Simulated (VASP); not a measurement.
Write the native input for VASP 6.6.1 that does the following.

```yaml
Task: single point
Functional: PBE-based global hybrid
Potentials_or_basis: VASP PAW PBE potentials, release 64 (Al, N)
Cutoff: 520 eV
k_mesh: 4 × 4 × 4
Occupations: fermi-dirac, width 0.02 eV
Spin: no spin polarisation
Dipole_correction: no
Grid_for_exact_exchange_PRECFOCK: Normal
Share_of_exact_exchange: 0.35
Further_INCAR_settings: ALGO = Normal; EDIFF = 1e-06; NBANDS = 11
```

The system is AlN.

```
CELL_PARAMETERS angstrom
2.58546 0.00000 0.00000
0.00000 2.58546 0.00000
0.00000 0.00000 2.58546
ATOMIC_POSITIONS crystal
Al 0.00000 0.00000 0.00000
N 0.50000 0.50000 0.50000
```

The input as run:

POSCAR

```
AlN
1.0
    2.5854596279      0.0000000000      0.0000000000
    0.0000000000      2.5854596279      0.0000000000
    0.0000000000      0.0000000000      2.5854596279
Al N
1 1
Direct
    0.0000000000      0.0000000000      0.0000000000
    0.5000000000      0.5000000000      0.5000000000
```

INCAR.step1

```
SYSTEM = AlN
ALGO = Normal
EDIFF = 1E-5
ENCUT = 520
GGA = PE
ISIF = 2
ISMEAR = -1
LASPH = .True.
LREAL = .False.
LWAVE = .True.
NBANDS = 11
NELM = 60
PREC = Accurate
SIGMA = 0.02
```

INCAR.step2

```
SYSTEM = AlN
AEXX = 0.35
ALGO = Normal
EDIFF = 1E-6
ENCUT = 520
GGA = PE
ISIF = 2
ISMEAR = -1
ISTART = 1
LASPH = .True.
LCHARG = .True.
LELF = .True.
LHFCALC = .True.
LREAL = .False.
LVHAR = .True.
LWAVE = .False.
NBANDS = 11
NELM = 60
PREC = Accurate
PRECFOCK = Normal
SIGMA = 0.02
```

KPOINTS

```
k-points
0
Gamma
  4 4 4
  0 0 0
```

Potentials or basis: VASP PAW PBE potentials, release 64 (Al, N).

Run with:

```sh
$ cat potpaw_PBE.64/Al/POTCAR potpaw_PBE.64/N/POTCAR > POTCAR
$ cp INCAR.step1 INCAR
$ mpirun -np 1 vasp_std > vasp.out
$ cp INCAR.step2 INCAR
$ mpirun -np 1 vasp_std > vasp.out
```

Results of the run:

The pressure is -6.4 GPa and the band gap on the k mesh is 1.80 eV, indirect (least direct gap 2.56 eV).

Caveat: the k points lie up to 0.61 Å⁻¹ apart; the PAW data sets were made with another functional, which shifts forces and pressure a little.

Wall time 37 s on 1 thread of AMD EPYC 9R45 96-Core Processor (Zen 5) (shared host), peak memory 0.09 GiB.
